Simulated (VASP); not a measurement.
# Ag in VASP: notebook

Ag is run at these levels: PBEsol, PBE; tasks: single point.

All numbers are computed with VASP 6.6.1; they aren't measurements. Logs are shortened: lines on timing, memory, paths and dates and some standing lists are left out, and cuts for length are marked.

### 1 The cell of the first run

The cell holds a slab with vacuum, 7 atoms: a = 2.930 Å, b = 2.930 Å, c = 29.370 Å, α = 90.00°, β = 90.00°, γ = 120.00°.

### 2 Single point, PBEsol

The input, INCAR:

```
SYSTEM = Ag
  PREC = Accurate
  ENCUT = 520
  EDIFF = 1E-6
  ISMEAR = -1
  SIGMA = 0.05
  LREAL = .FALSE.
  LASPH = .TRUE.
  NELM = 80
  ALGO = Normal
  ISIF = 2
  LWAVE = .FALSE.
  LCHARG = .FALSE.
  LDIPOL = .TRUE.
  IDIPOL = 3
  DIPOL = 0.5 0.5 0.500
  GGA = PS
  NBANDS = 48
```

The input, KPOINTS:

```
Automatic mesh
0
G
  10 10 1
  0 0 0
```

The input, POSCAR:

```
Ag
1.0
    2.9299980804      0.0000000000      0.0000000000
   -1.4649990402      2.5374527707      0.0000000000
    0.0000000000      0.0000000000     29.3700000000
Ag
7
Direct
    0.6666666667      0.3333333334      0.2553626149
    0.3333333333      0.6666666666      0.3369084099
    0.6666666667      0.3333333334      0.4184542050
    0.3333333333      0.6666666666      0.5000000000
    0.6666666667      0.3333333334      0.5815457950
    0.3333333333      0.6666666666      0.6630915901
    0.6666666667      0.3333333334      0.7446373851
```

Potentials or basis: VASP PAW PBE potentials, release 64 (Ag).

The run is started by

```bash
cat potpaw_PBE.64/Ag/POTCAR > POTCAR
mpirun -np 1 vasp_std > vasp.out
```

OUTCAR:

```text
SYSTEM = Ag
   PREC = Accurate
   ENCUT = 520
   EDIFF = 1E-6
   ISMEAR = -1
   LREAL = .FALSE.
   LASPH = .TRUE.
   NELM = 80
   ISIF = 2
   GGA = PS

 ion  position               nearest neighbor table
   1  0.667  0.333  0.255-   2 2.93   2 2.93   2 2.93
   2  0.333  0.667  0.337-   1 2.93   1 2.93   1 2.93   3 2.93   3 2.93   3 2.93
   3  0.667  0.333  0.418-   4 2.93   4 2.93   4 2.93   2 2.93   2 2.93   2 2.93
   4  0.333  0.667  0.500-   3 2.93   5 2.93   3 2.93   5 2.93   3 2.93   5 2.93
   5  0.667  0.333  0.582-   4 2.93   4 2.93   4 2.93   6 2.93   6 2.93   6 2.93
   6  0.333  0.667  0.663-   7 2.93   7 2.93   7 2.93   5 2.93   5 2.93   5 2.93
   7  0.667  0.333  0.745-   6 2.93   6 2.93   6 2.93

  LATTYP: Found a hexagonal cell.
 ALAT       =     2.9299980804
 C/A-ratio  =    10.0238973522

  Lattice vectors:

 A1 = (   2.9299980804,   0.0000000000,   0.0000000000)
 A2 = (  -1.4649990402,   2.5374527707,   0.0000000000)
 A3 = (   0.0000000000,   0.0000000000,  29.3700000000)

Analysis of symmetry for initial positions (statically):
=====================================================================
 Subroutine PRICEL returns:
 Original cell was already a primitive cell.

 Routine SETGRP: Setting up the symmetry group for a
 hexagonal supercell.

 Subroutine GETGRP returns: Found 12 space group operations
 (whereof 12 operations were pure point group operations)
 out of a pool of 24 trial point group operations.

The static configuration has the point symmetry D_3h.

Analysis of symmetry for dynamics (positions and initial velocities):
=====================================================================
 Subroutine PRICEL returns:
 Original cell was already a primitive cell.

 Routine SETGRP: Setting up the symmetry group for a
 hexagonal supercell.

 Subroutine GETGRP returns: Found 12 space group operations
 (whereof 12 operations were pure point group operations)
 out of a pool of 24 trial point group operations.

The dynamic configuration has the point symmetry D_3h.

 Subroutine INISYM returns: Found 12 space group operations
 (whereof 12 operations are pure point group operations),
 and found     1 'primitive' translations

----------------------------------------------------------------------------------------

                                     Primitive cell

  volume of cell :     218.3581

  direct lattice vectors                    reciprocal lattice vectors
     2.929998080  0.000000000  0.000000000     0.341297152  0.197048003  0.000000000
    -1.464999040  2.537452771  0.000000000     0.000000000  0.394096005  0.000000000
     0.000000000  0.000000000 29.370000000     0.000000000  0.000000000  0.034048349

  length of vectors
     2.929998080  2.929998080 29.370000000     0.394096005  0.394096005  0.034048349

  position of ions in fractional coordinates (direct lattice)
     0.666666667  0.333333333  0.255362615
     0.333333333  0.666666667  0.336908410
     0.666666667  0.333333333  0.418454205
     0.333333333  0.666666667  0.500000000
     0.666666667  0.333333333  0.581545795
     0.333333333  0.666666667  0.663091590
     0.666666667  0.333333333  0.744637385

  ion indices of the primitive-cell ions
   primitive index   ion index
                 1           1
                 2           2
                 3           3
                 4           4
                 5           5
                 6           6
                 7           7

----------------------------------------------------------------------------------------

 KPOINTS: Automatic mesh

Automatic generation of k-mesh.
 Grid dimensions read from file:
 generate k-points for:   10   10    1

 Generating k-lattice:

  Cartesian coordinates                     Fractional coordinates (reciprocal lattice)
     0.034129715  0.019704800  0.000000000     0.100000000  0.000000000  0.000000000
     0.000000000  0.039409601  0.000000000     0.000000000  0.100000000  0.000000000
     0.000000000  0.000000000  0.034048349     0.000000000  0.000000000  1.000000000

  Length of vectors
     0.039409601  0.039409601  0.034048349

  Shift w.r.t. Gamma in fractional coordinates (k-lattice)
     0.000000000  0.000000000  0.000000000

 Subroutine IBZKPT returns following result:
 ===========================================

 Found     14 irreducible k-points:

 Following reciprocal coordinates:
            Coordinates               Weight
  0.000000  0.000000  0.000000      1.000000
  0.100000 -0.000000  0.000000      6.000000
  0.200000 -0.000000  0.000000      6.000000
  0.300000 -0.000000  0.000000      6.000000
  0.400000 -0.000000  0.000000      6.000000
  0.500000 -0.000000  0.000000      3.000000
  0.100000  0.100000  0.000000      6.000000
  0.200000  0.100000  0.000000     12.000000
  0.300000  0.100000  0.000000     12.000000
  0.400000  0.100000  0.000000     12.000000
  0.200000  0.200000  0.000000      6.000000
  0.300000  0.200000  0.000000     12.000000
  0.400000  0.200000  0.000000      6.000000
  0.300000  0.300000  0.000000      6.000000
   k-points           NKPTS =     14   k-points in BZ     NKDIM =     14   number of bands    NBANDS=     48
   number of dos      NEDOS =    301   number of ions     NIONS =      7
   total plane-waves  NPLWV = 129024
   dimension x,y,z NGX =    24 NGY =   24 NGZ =  224
   dimension x,y,z NGXF=    48 NGYF=   48 NGZF=  448
   ions per type =               7
   NGX,Y,Z   is equivalent  to a cutoff of  13.62, 13.62, 12.68 a.u.
   NGXF,Y,Z  is equivalent  to a cutoff of  27.23, 27.23, 25.36 a.u.
 SYSTEM =  Ag
   PREC   = accura    normal or accurate (medium, high low for compatibility)
   ISTART =      0    job   : 0-new  1-cont  2-samecut
   ICHARG =      2    charge: 1-file 2-atom 10-const
   ISPIN  =      1    spin polarized calculation?
   LNONCOLLINEAR =      F non collinear calculations
   LSORBIT =      F    spin-orbit coupling
   LASPH  =      T    aspherical Exc in radial PAW
   ENCUT  =  520.0 eV  38.22 Ry    6.18 a.u.   5.45  5.45 54.61*2*pi/ulx,y,z
   NELM   =     80;   NELMIN=  2; NELMDL= -5     # of ELM steps
   EDIFF  = 0.1E-05   stopping-criterion for ELM
   LREAL  =      F    real-space projection
   EDIFFG = 0.1E-04   stopping-criterion for IOM
   NSW    =      0    number of steps for IOM
   IBRION =     -1    ionic relax: 0-MD 1-quasi-New 2-CG
   NFREE  =      0    steps in history (QN), initial steepest desc. (CG)
   ISIF   =      2    stress and relaxation
   ISYM   =      2    0-nonsym 1-usesym 2-fastsym
   POTIM  = 0.5000    time-step for ionic-motion
   TEBEG  =    0.0;   TEEND  =   0.0 temperature during run
   PSTRESS=    0.0 pullay stress
   NELECT =      77.0000    total number of electrons
   NUPDOWN=      -1.0000    fix difference up-down
   EMIN   =  10.00;   EMAX   =-10.00  energy-range for DOS
   EFERMI =   0.00;   METHOD = LEGACY
   ISMEAR =    -1;   SIGMA  =   0.05  broadening in eV -4-tet -1-fermi 0-gaus
   EFERMI_NEDOS =   21; number of points for ismear=-14 and -15
   IALGO  =     38    algorithm
   IMIX   =      4    mixing-type and parameters
     AMIX     =   0.40;   BMIX     =  1.00
     AMIX_MAG =   1.60;   BMIX_MAG =  1.00
  volume/ion in A,a.u.               =      31.19       210.51
  Fermi-wavevector in a.u.,A,eV,Ry     =   1.156597  2.185651 18.200734  1.337716
  Thomas-Fermi vector in A             =   2.293216
   LORBIT       =      0    0 simple, 1 ext, 2 COOP (PROOUT), +10 PAW based schemes
   GGA     = PS    functional components
   LHFCALC =     F    Hartree Fock is set to
   AEXX    =    0.0000 exact exchange contribution
   IVDW    =     0    specifies the selected vdW correction
   LEPSILON=     F    determine dielectric tensor
   LRPA    =     F    only Hartree local field effects (RPA)
 non-spin polarized calculation
  energy-cutoff  :      520.00
  volume of cell :      218.36
 maximum number of plane-waves:      5989
 NGX is ok and might be reduce to    24
   NGX = 11   NGY = 11   NGZ =109

 number of electron      77.0000019 magnetization

 dipolmoment           0.000000      0.000000     -0.000000 electrons x Angstroem

 Free energy of the ion-electron system (eV)
  ---------------------------------------------------
  ext. energy  EPLUGINS =         0.00000000
  ---------------------------------------------------
  free energy    TOTEN  =       -22.00281727 eV

  energy without entropy =      -21.98863736  energy(sigma->0) =      -21.99572732

 E-fermi :   2.4812     XC(G=0):  -7.4830

 val. band max:        2.4060738129   @ k =   0.4000   0.1000   0.0000
 cond. band min:       2.4939501903   @ k =   0.1000  -0.0000   0.0000
 fundamental gap:      0.0878763774
 Fermi energy:         2.4812201441

 k-point     1 :       0.0000    0.0000    0.0000
  band No.  band energies     occupation
      1      -4.8974      2.00000
      2      -4.5187      2.00000
      3      -4.0205      2.00000
      4      -3.6120      2.00000
      5      -3.5731      2.00000
      6      -3.4894      2.00000
[... 40 lines left out ...]
     47       8.2870      0.00000
     48       8.6221      0.00000

 k-point     2 :       0.1000   -0.0000    0.0000
  band No.  band energies     occupation
      1      -4.6352      2.00000
      2      -4.2651      2.00000
      3      -3.7777      2.00000
      4      -3.4572      2.00000
      5      -3.3777      2.00000
      6      -3.2888      2.00000
[... 40 lines left out ...]
     47       8.5178      0.00000
     48       8.8139      0.00000

 k-point     3 :       0.2000   -0.0000    0.0000
  band No.  band energies     occupation
      1      -3.9544      2.00000
      2      -3.6573      2.00000
      3      -3.2865      2.00000
      4      -3.1692      2.00000
      5      -3.0446      2.00000
      6      -2.9070      2.00000
[... 40 lines left out ...]
     47       9.2102      0.00000
     48       9.4043      0.00000

 k-point     4 :       0.3000   -0.0000    0.0000
  band No.  band energies     occupation
      1      -3.4261      2.00000
      2      -3.3720      2.00000
      3      -3.2538      2.00000
      4      -3.1865      2.00000
      5      -3.1043      2.00000
      6      -3.0193      2.00000
[... 448 lines left out ...]
     47       9.2240      0.00000
     48       9.4009      0.00000

 k-point    13 :       0.4000    0.2000    0.0000
  band No.  band energies     occupation
      1      -3.2415      2.00000
      2      -3.2233      2.00000
      3      -3.1083      2.00000
      4      -3.0449      2.00000
      5      -2.9810      2.00000
      6      -2.9176      2.00000
[... 40 lines left out ...]
     47       8.5896      0.00000
     48       9.0301      0.00000

 k-point    14 :       0.3000    0.3000    0.0000
  band No.  band energies     occupation
      1      -3.1198      2.00000
      2      -2.9990      2.00000
      3      -2.9399      2.00000
      4      -2.8670      2.00000
      5      -2.7967      2.00000
      6      -2.7645      2.00000
[... 40 lines left out ...]
     47       7.9954      0.00000
     48       8.4962      0.00000

------------------------ aborting loop because EDIFF is reached ----------------------------------------

 vacuum level on the upper side and lower side of the slab       (xc-potential included)        -0.185        -0.185

  FORCE on cell =-STRESS in cart. coord.  units (eV):
  Direction    XX          YY          ZZ          XY          YZ          ZX
  --------------------------------------------------------------------------------------
  -------------------------------------------------------------------------------------
  Total       -5.4891998     -5.4891998     -5.3075120      0.0000000     -0.0000000     -0.0000000
  in kB      -40.2763742    -40.2763742    -38.9432610      0.0000000     -0.0000000     -0.0000000
  external PRESSURE =     -39.8320031 kB  Pullay stress =       0.0000000 kB

 VOLUME and BASIS-vectors are now :
 -----------------------------------------------------------------------------
  energy-cutoff  :      520.00
  volume of cell :      218.36
      direct lattice vectors                 reciprocal lattice vectors
     2.929998080  0.000000000  0.000000000     0.341297152  0.197048003  0.000000000
    -1.464999040  2.537452771  0.000000000     0.000000000  0.394096005  0.000000000
     0.000000000  0.000000000 29.370000000     0.000000000  0.000000000  0.034048349

 POSITION                                       TOTAL-FORCE (eV/Angst)
 -----------------------------------------------------------------------------------
      1.46500      0.84582      7.50000         0.000000     -0.000000      0.363452
     -0.00000      1.69164      9.89500         0.000000     -0.000000      0.027152
      1.46500      0.84582     12.29000        -0.000000     -0.000000     -0.050508
     -0.00000      1.69164     14.68500        -0.000000      0.000000      0.000000
      1.46500      0.84582     17.08000         0.000000     -0.000000      0.050508
     -0.00000      1.69164     19.47500        -0.000000     -0.000000     -0.027152
      1.46500      0.84582     21.87000         0.000000     -0.000000     -0.363452
 -----------------------------------------------------------------------------------
    total drift:                                0.000000     -0.000000      0.000000

  FREE ENERGIE OF THE ION-ELECTRON SYSTEM (eV)
  ---------------------------------------------------
  free  energy   TOTEN  =       -22.0028172715 eV

  energy  without entropy=      -21.9886373637  energy(sigma->0) =      -21.99572732

 vacuum level on the upper side and lower side of the slab         6.787         6.787
```

Run time: 2.3 min. Hardware: 1 thread of Intel Xeon 6975P-C (Granite Rapids), shared host; peak memory 0.38 GiB.

What came out:

```yaml
Free_energy: -22.0028 eV
Largest_force: 0.363 eV/Å
```

Forces on the atoms (eV/Å):
```
Ag   0.000  0.000  0.363
Ag   0.000  0.000  0.027
Ag   0.000  0.000 -0.051
Ag   0.000  0.000  0.000
Ag   0.000  0.000  0.051
Ag   0.000  0.000 -0.027
Ag   0.000  0.000 -0.363
```

Levels at points of the mesh, in eV from the Fermi level:
```
           k point  band 37  band 38  band 39  band 40  band 41  band 42
(0.00, 0.00, 0.00)    -3.07    -3.07    -3.03    -3.03    -1.95    -0.42
(0.50, 0.00, 0.00)     0.25     0.52     0.95     1.25     1.42     1.45
```

Caveat: the PAW data sets were made with another functional, which shifts forces and pressure a little.

(Continued in part 2 of 2.)
